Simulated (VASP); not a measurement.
# SnO2 (Cassiterite) (P4_2/mnm) in VASP: further runs, part 2 of 2

VASP 6.6.1.

### Step 3. Single point, PBE (volume scaled by 0.94, then relaxed in part)

The input, INCAR:

```
SYSTEM = SnO2
PREC     = Accurate       ! precision mode
ENCUT    = 520            ! plane-wave cutoff, eV
EDIFF    = 1E-7           ! SCF threshold, eV
ISMEAR   = -1             ! smearing method
SIGMA    = 0.02           ! smearing width, eV
LREAL    = .False.        ! projectors in reciprocal space
LASPH    = .True.         ! aspherical terms in the spheres
NELM     = 60             ! most SCF steps
ALGO     = Normal         ! electronic algorithm
ISIF     = 2              ! what is computed and relaxed
LWAVE    = .False.        ! write WAVECAR
LCHARG   = .True.         ! write CHGCAR
GGA      = PE             ! functional
LELF     = .True.         ! ELF
LVHAR    = .True.       
NBANDS   = 35             ! bands
```

The input, KPOINTS:

```
Automatic mesh
0
Gamma
  7 7 9
  0 0 0
```

The input, POSCAR:

```
SnO2
1.0
    4.6412789831      0.0000000000      0.0000000000
    0.0000000000      4.6412789831      0.0000000000
    0.0000000000      0.0000000000      3.1214511354
Sn O
2 4
Direct
    0.0000000000      0.0000000000      0.0000000000
    0.5000000000      0.5000000000      0.5000000000
    0.3042514633      0.3042514633      0.0000000000
    0.1957485367      0.8042514633      0.5000000000
    0.6957485367      0.6957485367      0.0000000000
    0.8042514633      0.1957485367      0.5000000000
```

Potentials or basis: VASP PAW PBE potentials, release 64 (Sn_d, O).

Run with:

```sh
cat potpaw_PBE.64/Sn_d/POTCAR potpaw_PBE.64/O/POTCAR > POTCAR
mpirun -np 1 vasp_std > vasp.out
```

OUTCAR:

```text
SYSTEM = SnO2
   PREC = Accurate
   ENCUT = 520
   EDIFF = 1E-7
   ISMEAR = -1
   LREAL = .False.
   LASPH = .True.
   NELM = 60
   ISIF = 2
   GGA = PE

 ion  position               nearest neighbor table
   1  0.000  0.000  0.000-   3 2.00   5 2.00   4 2.02   6 2.02   4 2.02   6 2.02   2 3.63   2 3.63
                             2 3.63   2 3.63   2 3.63   2 3.63   2 3.63   2 3.63
   2  0.500  0.500  0.500-   4 2.00   6 2.00   5 2.02   3 2.02   3 2.02   5 2.02   1 3.63   1 3.63
                             1 3.63   1 3.63   1 3.63   1 3.63   1 3.63   1 3.63
   3  0.304  0.304  0.000-   1 2.00   2 2.02   2 2.02
   4  0.196  0.804  0.500-   2 2.00   1 2.02   1 2.02
   5  0.696  0.696  0.000-   1 2.00   2 2.02   2 2.02
   6  0.804  0.196  0.500-   2 2.00   1 2.02   1 2.02

  LATTYP: Found a simple tetragonal cell.
 ALAT       =     4.6412789831
 C/A-ratio  =     0.6725411566

  Lattice vectors:

 A1 = (   4.6412789831,   0.0000000000,   0.0000000000)
 A2 = (   0.0000000000,   4.6412789831,   0.0000000000)
 A3 = (   0.0000000000,   0.0000000000,   3.1214511354)

Analysis of symmetry for initial positions (statically):
=====================================================================
 Subroutine PRICEL returns:
 Original cell was already a primitive cell.

 Routine SETGRP: Setting up the symmetry group for a
 simple tetragonal supercell.

 Subroutine GETGRP returns: Found 16 space group operations
 (whereof  8 operations were pure point group operations)
 out of a pool of 16 trial point group operations.

The static configuration has the point symmetry D_2h.
 The point group associated with its full space group is D_4h.

Analysis of symmetry for dynamics (positions and initial velocities):
=====================================================================
 Subroutine PRICEL returns:
 Original cell was already a primitive cell.

 Routine SETGRP: Setting up the symmetry group for a
 simple tetragonal supercell.

[... 128 lines left out ...]
   ISMEAR =    -1;   SIGMA  =   0.02  broadening in eV -4-tet -1-fermi 0-gaus
   EFERMI_NEDOS =   21; number of points for ismear=-14 and -15
   IALGO  =     38    algorithm
   IMIX   =      4    mixing-type and parameters
     AMIX     =   0.40;   BMIX     =  1.00
     AMIX_MAG =   1.60;   BMIX_MAG =  1.00
  volume/ion in A,a.u.               =      11.21        75.63
  Fermi-wavevector in a.u.,A,eV,Ry     =   1.502676  2.839646 30.722429  2.258035
  Thomas-Fermi vector in A             =   2.613885
   LORBIT       =      0    0 simple, 1 ext, 2 COOP (PROOUT), +10 PAW based schemes
   GGA     = PE    functional components
   LHFCALC =     F    Hartree Fock is set to
   AEXX    =    0.0000 exact exchange contribution
   IVDW    =     0    specifies the selected vdW correction
   LEPSILON=     F    determine dielectric tensor
   LRPA    =     F    only Hartree local field effects (RPA)
 non-spin polarized calculation
  energy-cutoff  :      520.00
  volume of cell :       67.24
 maximum number of plane-waves:      1835
 NGX is ok and might be reduce to    36
   NGX = 17   NGY = 17   NGZ = 11

 number of electron      51.9999993 magnetization

 Free energy of the ion-electron system (eV)
  ---------------------------------------------------
  ext. energy  EPLUGINS =         0.00000000
  ---------------------------------------------------
  free energy    TOTEN  =       -36.64659830 eV

  energy without entropy =      -36.64659830  energy(sigma->0) =      -36.64659830

 E-fermi :   7.2718     XC(G=0): -11.5945

 val. band max:        6.8996605086   @ k =   0.0000   0.0000   0.0000
 cond. band min:       8.8629716362   @ k =   0.0000   0.0000   0.0000
 fundamental gap:      1.9633111276
 Fermi energy:         7.2717648984

 k-point     1 :       0.0000    0.0000    0.0000
  band No.  band energies     occupation
      1     -14.3534      2.00000
      2     -13.4099      2.00000
      3     -13.0275      2.00000
      4     -12.9963      2.00000
      5     -12.9963      2.00000
      6     -12.9923      2.00000
[... 901 lines left out ...]
     34      19.7340      0.00000
     35      19.9913      0.00000

 [... further k-points ...]
[... 5 lines left out ...]
  --------------------------------------------------------------------------------------
  -------------------------------------------------------------------------------------
  Total       10.8497491     10.8497491     13.3649264     -0.0000000      0.0000000      0.0000000
  in kB      258.5225236    258.5225236    318.4529404     -0.0000000      0.0000000      0.0000000
  external PRESSURE =     278.4993292 kB  Pullay stress =       0.0000000 kB

 VOLUME and BASIS-vectors are now :
 -----------------------------------------------------------------------------
  energy-cutoff  :      520.00
  volume of cell :       67.24
      direct lattice vectors                 reciprocal lattice vectors
     4.641278983  0.000000000  0.000000000     0.215457852  0.000000000  0.000000000
     0.000000000  4.641278983  0.000000000     0.000000000  0.215457852  0.000000000
     0.000000000  0.000000000  3.121451135     0.000000000  0.000000000  0.320363817

 POSITION                                       TOTAL-FORCE (eV/Angst)
 -----------------------------------------------------------------------------------
      0.00000      0.00000      0.00000         0.000000     -0.000000      0.000000
      2.32064      2.32064      1.56073         0.000000     -0.000000      0.000000
      1.41212      1.41212      0.00000        -0.012691     -0.012691      0.000000
      0.90852      3.73276      1.56073         0.012691     -0.012691      0.000000
      3.22916      3.22916      0.00000         0.012691      0.012691      0.000000
      3.73276      0.90852      1.56073        -0.012691      0.012691      0.000000
 -----------------------------------------------------------------------------------
    total drift:                                0.000000     -0.000000      0.000000

  FREE ENERGIE OF THE ION-ELECTRON SYSTEM (eV)
  ---------------------------------------------------
  free  energy   TOTEN  =       -36.6465982991 eV

  energy  without entropy=      -36.6465982991  energy(sigma->0) =      -36.64659830
```

OSZICAR:

```text
N       E                     dE             d eps       ncg     rms          rms(c)
DAV:   1     0.640799427050E+03    0.64080E+03   -0.25611E+04  3908   0.237E+03
DAV:   2     0.547045949692E+02   -0.58609E+03   -0.55276E+03  3828   0.612E+02
DAV:   3    -0.383204704887E+02   -0.93025E+02   -0.91536E+02  3702   0.207E+02
DAV:   4    -0.429578255841E+02   -0.46374E+01   -0.46058E+01  4433   0.494E+01
DAV:   5    -0.430743331973E+02   -0.11651E+00   -0.11635E+00  4418   0.829E+00    0.168E+01
DAV:   6    -0.365439179600E+02    0.65304E+01   -0.17506E+01  5586   0.639E+01    0.667E+00
DAV:   7    -0.366727416297E+02   -0.12882E+00   -0.21899E+00  4027   0.836E+00    0.335E+00
DAV:   8    -0.366524238870E+02    0.20318E-01   -0.15477E-01  5114   0.498E+00    0.791E-01
DAV:   9    -0.366459005782E+02    0.65233E-02   -0.34768E-02  5740   0.334E+00    0.142E-01
DAV:  10    -0.366464649905E+02   -0.56441E-03   -0.41062E-03  4070   0.430E-01    0.801E-02
DAV:  11    -0.366466014877E+02   -0.13650E-03   -0.29475E-04  4715   0.137E-01    0.156E-02
DAV:  12    -0.366465983242E+02    0.31635E-05   -0.23371E-05  4730   0.437E-02    0.493E-03
DAV:  13    -0.366465986164E+02   -0.29223E-06   -0.28890E-06  4876   0.423E-02    0.340E-03
DAV:  14    -0.366465983540E+02    0.26240E-06   -0.78304E-07  4962   0.109E-02    0.139E-03
DAV:  15    -0.366465982506E+02    0.10340E-06   -0.46211E-08  2817   0.363E-03    0.331E-04
DAV:  16    -0.366465982991E+02   -0.48474E-07   -0.60208E-08  2232   0.182E-03
   1 F= -.36646598E+02 E0= -.36646598E+02  d E =-.151712E-10
```

stdout:

```text
POSCAR found type information on POSCAR SnO
 POSCAR found :  2 types and       6 ions
 scaLAPACK will be used
 LDA part: xc-table for (Slater+PW92), standard interpolation
 POSCAR, INCAR and KPOINTS ok, starting setup
 FFT: planning ... GRIDC
 FFT: planning ... GRID_SOFT
 FFT: planning ... GRID
 WAVECAR not read
 entering main loop
```

Run time: 42 s. Hardware: 1 thread of Intel Xeon 6975P-C (Granite Rapids), shared host; peak memory 0.23 GiB.

Results:

* Free energy: -36.6466 eV
* Pressure: 27.8 GPa
* Largest force: 0.018 eV/Å
* Band gap on the k mesh: 1.96 eV, direct

Forces in eV/Å, atoms in the order of the input:
```
Sn   0.000  0.000  0.000
Sn   0.000  0.000  0.000
O   -0.013 -0.013  0.000
O    0.013 -0.013  0.000
O    0.013  0.013  0.000
O   -0.013  0.013  0.000
```

Caveat: spin-orbit coupling is left out, which moves the levels of the heavy elements.

### Step 4. Single point, PBE (volume scaled by 0.96, then relaxed in part)

The input, INCAR:

```
SYSTEM = SnO2
PREC = Accurate
ENCUT = 520
EDIFF = 1E-6
ISMEAR = -1
SIGMA = 0.02
LREAL = .False.
LASPH = .True.
NELM = 100
ALGO = Normal
ISIF = 2
LWAVE = .False.
LCHARG = .False.
GGA = PE
NBANDS = 35
```

The input, KPOINTS:

```
regular mesh
0
Gamma
  7 7 9
  0 0 0
```

The input, POSCAR:

```
SnO2
1.0
    4.6739651233      0.0000000000      0.0000000000
    0.0000000000      4.6739651233      0.0000000000
    0.0000000000      0.0000000000      3.1434339099
Sn O
2 4
Direct
    0.0000000000      0.0000000000      0.0000000000
    0.5000000000      0.5000000000      0.5000000000
    0.3046151076      0.3046151076      0.0000000000
    0.1953848924      0.8046151076      0.5000000000
    0.6953848924      0.6953848924      0.0000000000
    0.8046151076      0.1953848924      0.5000000000
```

Run with:

```sh
cat potpaw_PBE.64/Sn_d/POTCAR potpaw_PBE.64/O/POTCAR > POTCAR
mpirun -np 1 vasp_std > vasp.out
```

It took 34 s on 1 thread of Intel Xeon 6975P-C (Granite Rapids), shared host; peak memory 0.22 GiB.

The run converged. Its results:

```
Free energy            : -36.8697 eV
Pressure               : 21.7 GPa
Largest force          : 0.017 eV/Å
Band gap on the k mesh : 1.71 eV, direct
```

Forces in eV/Å, atoms in the order of the input:
```
Sn   0.000  0.000  0.000
Sn   0.000  0.000  0.000
O   -0.012 -0.012  0.000
O    0.012 -0.012  0.000
O    0.012  0.012  0.000
O   -0.012  0.012  0.000
```

Stress tensor (GPa, compression positive):
```
20.12  0.00  0.00
 0.00 20.12  0.00
 0.00  0.00 24.90
```

Levels at points of the mesh, in eV from the valence-band top:
| k point | band 23 | band 24 | band 25 | band 26 | band 27 | band 28 | band 29 | band 30 |
| --- | --- | --- | --- | --- | --- | --- | --- | --- |
| (0.00, 0.00, 0.00) | -1.22 | -0.83 | -0.83 | 0.00 | 1.71 | 6.54 | 6.54 | 6.62 |

Caveat: spin-orbit coupling is left out, which moves the levels of the heavy elements.

### Step 5. The runs side by side

```csv
task,cell,gap on the mesh (eV),pressure (GPa),largest force (eV/Å)
relaxation of the atoms,"atoms relaxed from a = 4.738, b = 4.738, c = 3.187 Å, 6 atoms",1.23,11.4,-
single point,"a = 4.641, b = 4.641, c = 3.121 Å, 6 atoms",1.96,27.8,0.02
single point,"a = 4.674, b = 4.674, c = 3.143 Å, 6 atoms",1.71,21.7,0.02
```

Alike in all rows: level PBE; potentials or basis VASP PAW PBE potentials, release 64 (Sn_d, O); no spin polarisation; k mesh 7 × 7 × 9; cutoff (eV) 520; smearing fermi-dirac 0.02 eV.

Caveats: spin-orbit coupling is left out, which moves the levels of the heavy elements.

Total energies depend on the potentials used, so only differences within one code and one set of settings carry meaning.
